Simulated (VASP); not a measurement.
## MnAl2: single point with PBE+U

Crystal: MnAl2.

```
Mn Al
1.0
     0.00000    2.87758    2.87758
     2.87758    0.00000    2.87758
     2.87758    2.87758    0.00000
Mn Al
1 2
Cartesian
  0.0000 0.0000 0.0000
  1.4388 1.4388 1.4388
  4.3164 4.3164 4.3164
```

```json
{
  "Program": "VASP 6.6.1",
  "Task": "single point",
  "Functional": "PBE",
  "Potentials or basis": "VASP PAW PBE potentials, release 64 (Mn_pv, Al)",
  "Cutoff": "500 eV",
  "k mesh": "5 × 5 × 5",
  "Occupations": "gaussian, width 0.0215 eV",
  "Spin": "no spin polarisation",
  "Hubbard terms": "Mn d U = 4.0 eV",
  "Dipole correction": "no",
  "Further INCAR settings": "ALGO = Normal; EDIFF = 1e-06; NBANDS = 16"
}
```

```json
{
 "Pressure": "2.4 GPa",
 "Band gap on the k mesh": "zero (an odd number of electrons rules out a gap without spin polarisation)"
}
```

Levels at points of the mesh, in eV from the Fermi level:
| k point | band 5 | band 6 | band 7 | band 8 | band 9 | band 10 | band 11 | band 12 | band 13 | band 14 |
| --- | --- | --- | --- | --- | --- | --- | --- | --- | --- | --- |
| (0.00, 0.00, 0.00) | -2.68 | -2.68 | -2.68 | 0.12 | 0.12 | 4.23 | 4.23 | 4.23 | 4.49 | 4.86 |

Eigenvalues of the final occupation matrices:
| site | spin | trace | eigenvalues |
| --- | --- | --- | --- |
| site 1 d | 1 | 2.66 | 0.25 0.25 0.72 0.72 0.72 |
| site 1 d | 2 | 2.66 | 0.25 0.25 0.72 0.72 0.72 |

It took 22 s on 1 thread of Intel Xeon 8259CL (shared host), peak memory 0.16 GiB.

Caveat: the k points lie up to 0.38 Å⁻¹ apart, too coarse for converged energies and pressures of a metal; the run has no spin polarisation, though such a crystal can be magnetic; U without spin polarisation on a metal has little footing; the U is typed as a test and isn't derived for this compound. Spin polarisation is off, so any magnetic state and its effect on volume and gap are missing.
